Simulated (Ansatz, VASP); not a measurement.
**Two plane-wave programs on GaN**

INCAR

```
ALGO = Normal ; EDIFF = 1E-6
ENCUT = 520 ; GGA = PE
ISIF = 2 ; ISMEAR = -1
LASPH = T ; LCHARG = F
LREAL = F ; LWAVE = F
NBANDS = 16 ; NELM = 60
PREC = Accurate ; SIGMA = 0.02
```

File KPOINTS:

```
k-points
0
Gamma
  10 10 10
```

Contents of POSCAR:

```
GaN
1.0
    0.0000000000      2.2489526240      2.2489526240
    2.1790101974      0.0000000000      2.2489526240
    2.1790101974      2.2489526240      0.0000000000
Ga N
1 1
Direct
    0.0000000000      0.0000000000      0.0000000000
    0.7500000000      0.7500000000      0.7500000000
```

Input for Ansatz:

```yaml
crystal:
  lattice:
    - [0.0, 2.248952624, 2.248952624]
    - [2.1790101974, 0.0, 2.248952624]
    - [2.1790101974, 2.248952624, 0.0]
  atoms:
    - { symbol: Ga, position: [0.0, 0.0, 0.0] }
    - { symbol: "N", position: [0.75, 0.75, 0.75] }
kpoints:
  mp_grid: { grid: [10, 10, 10] }
  band_path:
    path:
      - [0.0, 0.0, 0.0]
      - [-0.5, -0.5, 0.0]
      - [-0.375, -0.375, 0.25]
      - [-0.375, 0.0, 0.375]
      - [0.0, 0.0, 0.5]
      - [-0.5, -0.25, 0.25]
    npoints: 1
hamiltonian:
  xc: pbe
scf:
  occupations: { method: fermi_dirac, width: 0.02 }
  n_extra_bands: 4
output:
  forces: true
  stress: true
  eigenvalues: true
  write_density: true
  write_potential: true
  elf: true
  volumetric_format: npy
```

Change from the starting cell: uniaxial_x strain -3.1%.

Alike in both runs: task single point; functional PBE; k mesh 10 × 10 × 10; occupations fermi-dirac, width 0.02 eV; no spin polarisation.

|  | VASP | Ansatz |
| --- | --- | --- |
| version | VASP 6.6.1 | Ansatz 0.2.0 |
| potentials or method | VASP PAW PBE potentials, release 64 (Ga_d, N) | plane waves, PAW |
| plane-wave cutoff (eV) | 520 | 420 |
| valence electrons in the cell | 18 | 18 |

```csv
,VASP,Ansatz,Ansatz less VASP
gap on the k mesh at the Fermi level (eV),1.87,1.86,-0.010
pressure (GPa),12.9,12.9,-0.01
"traceless stress, the component that is largest in VASP (GPa)",2.26,2.25,-0.015
```
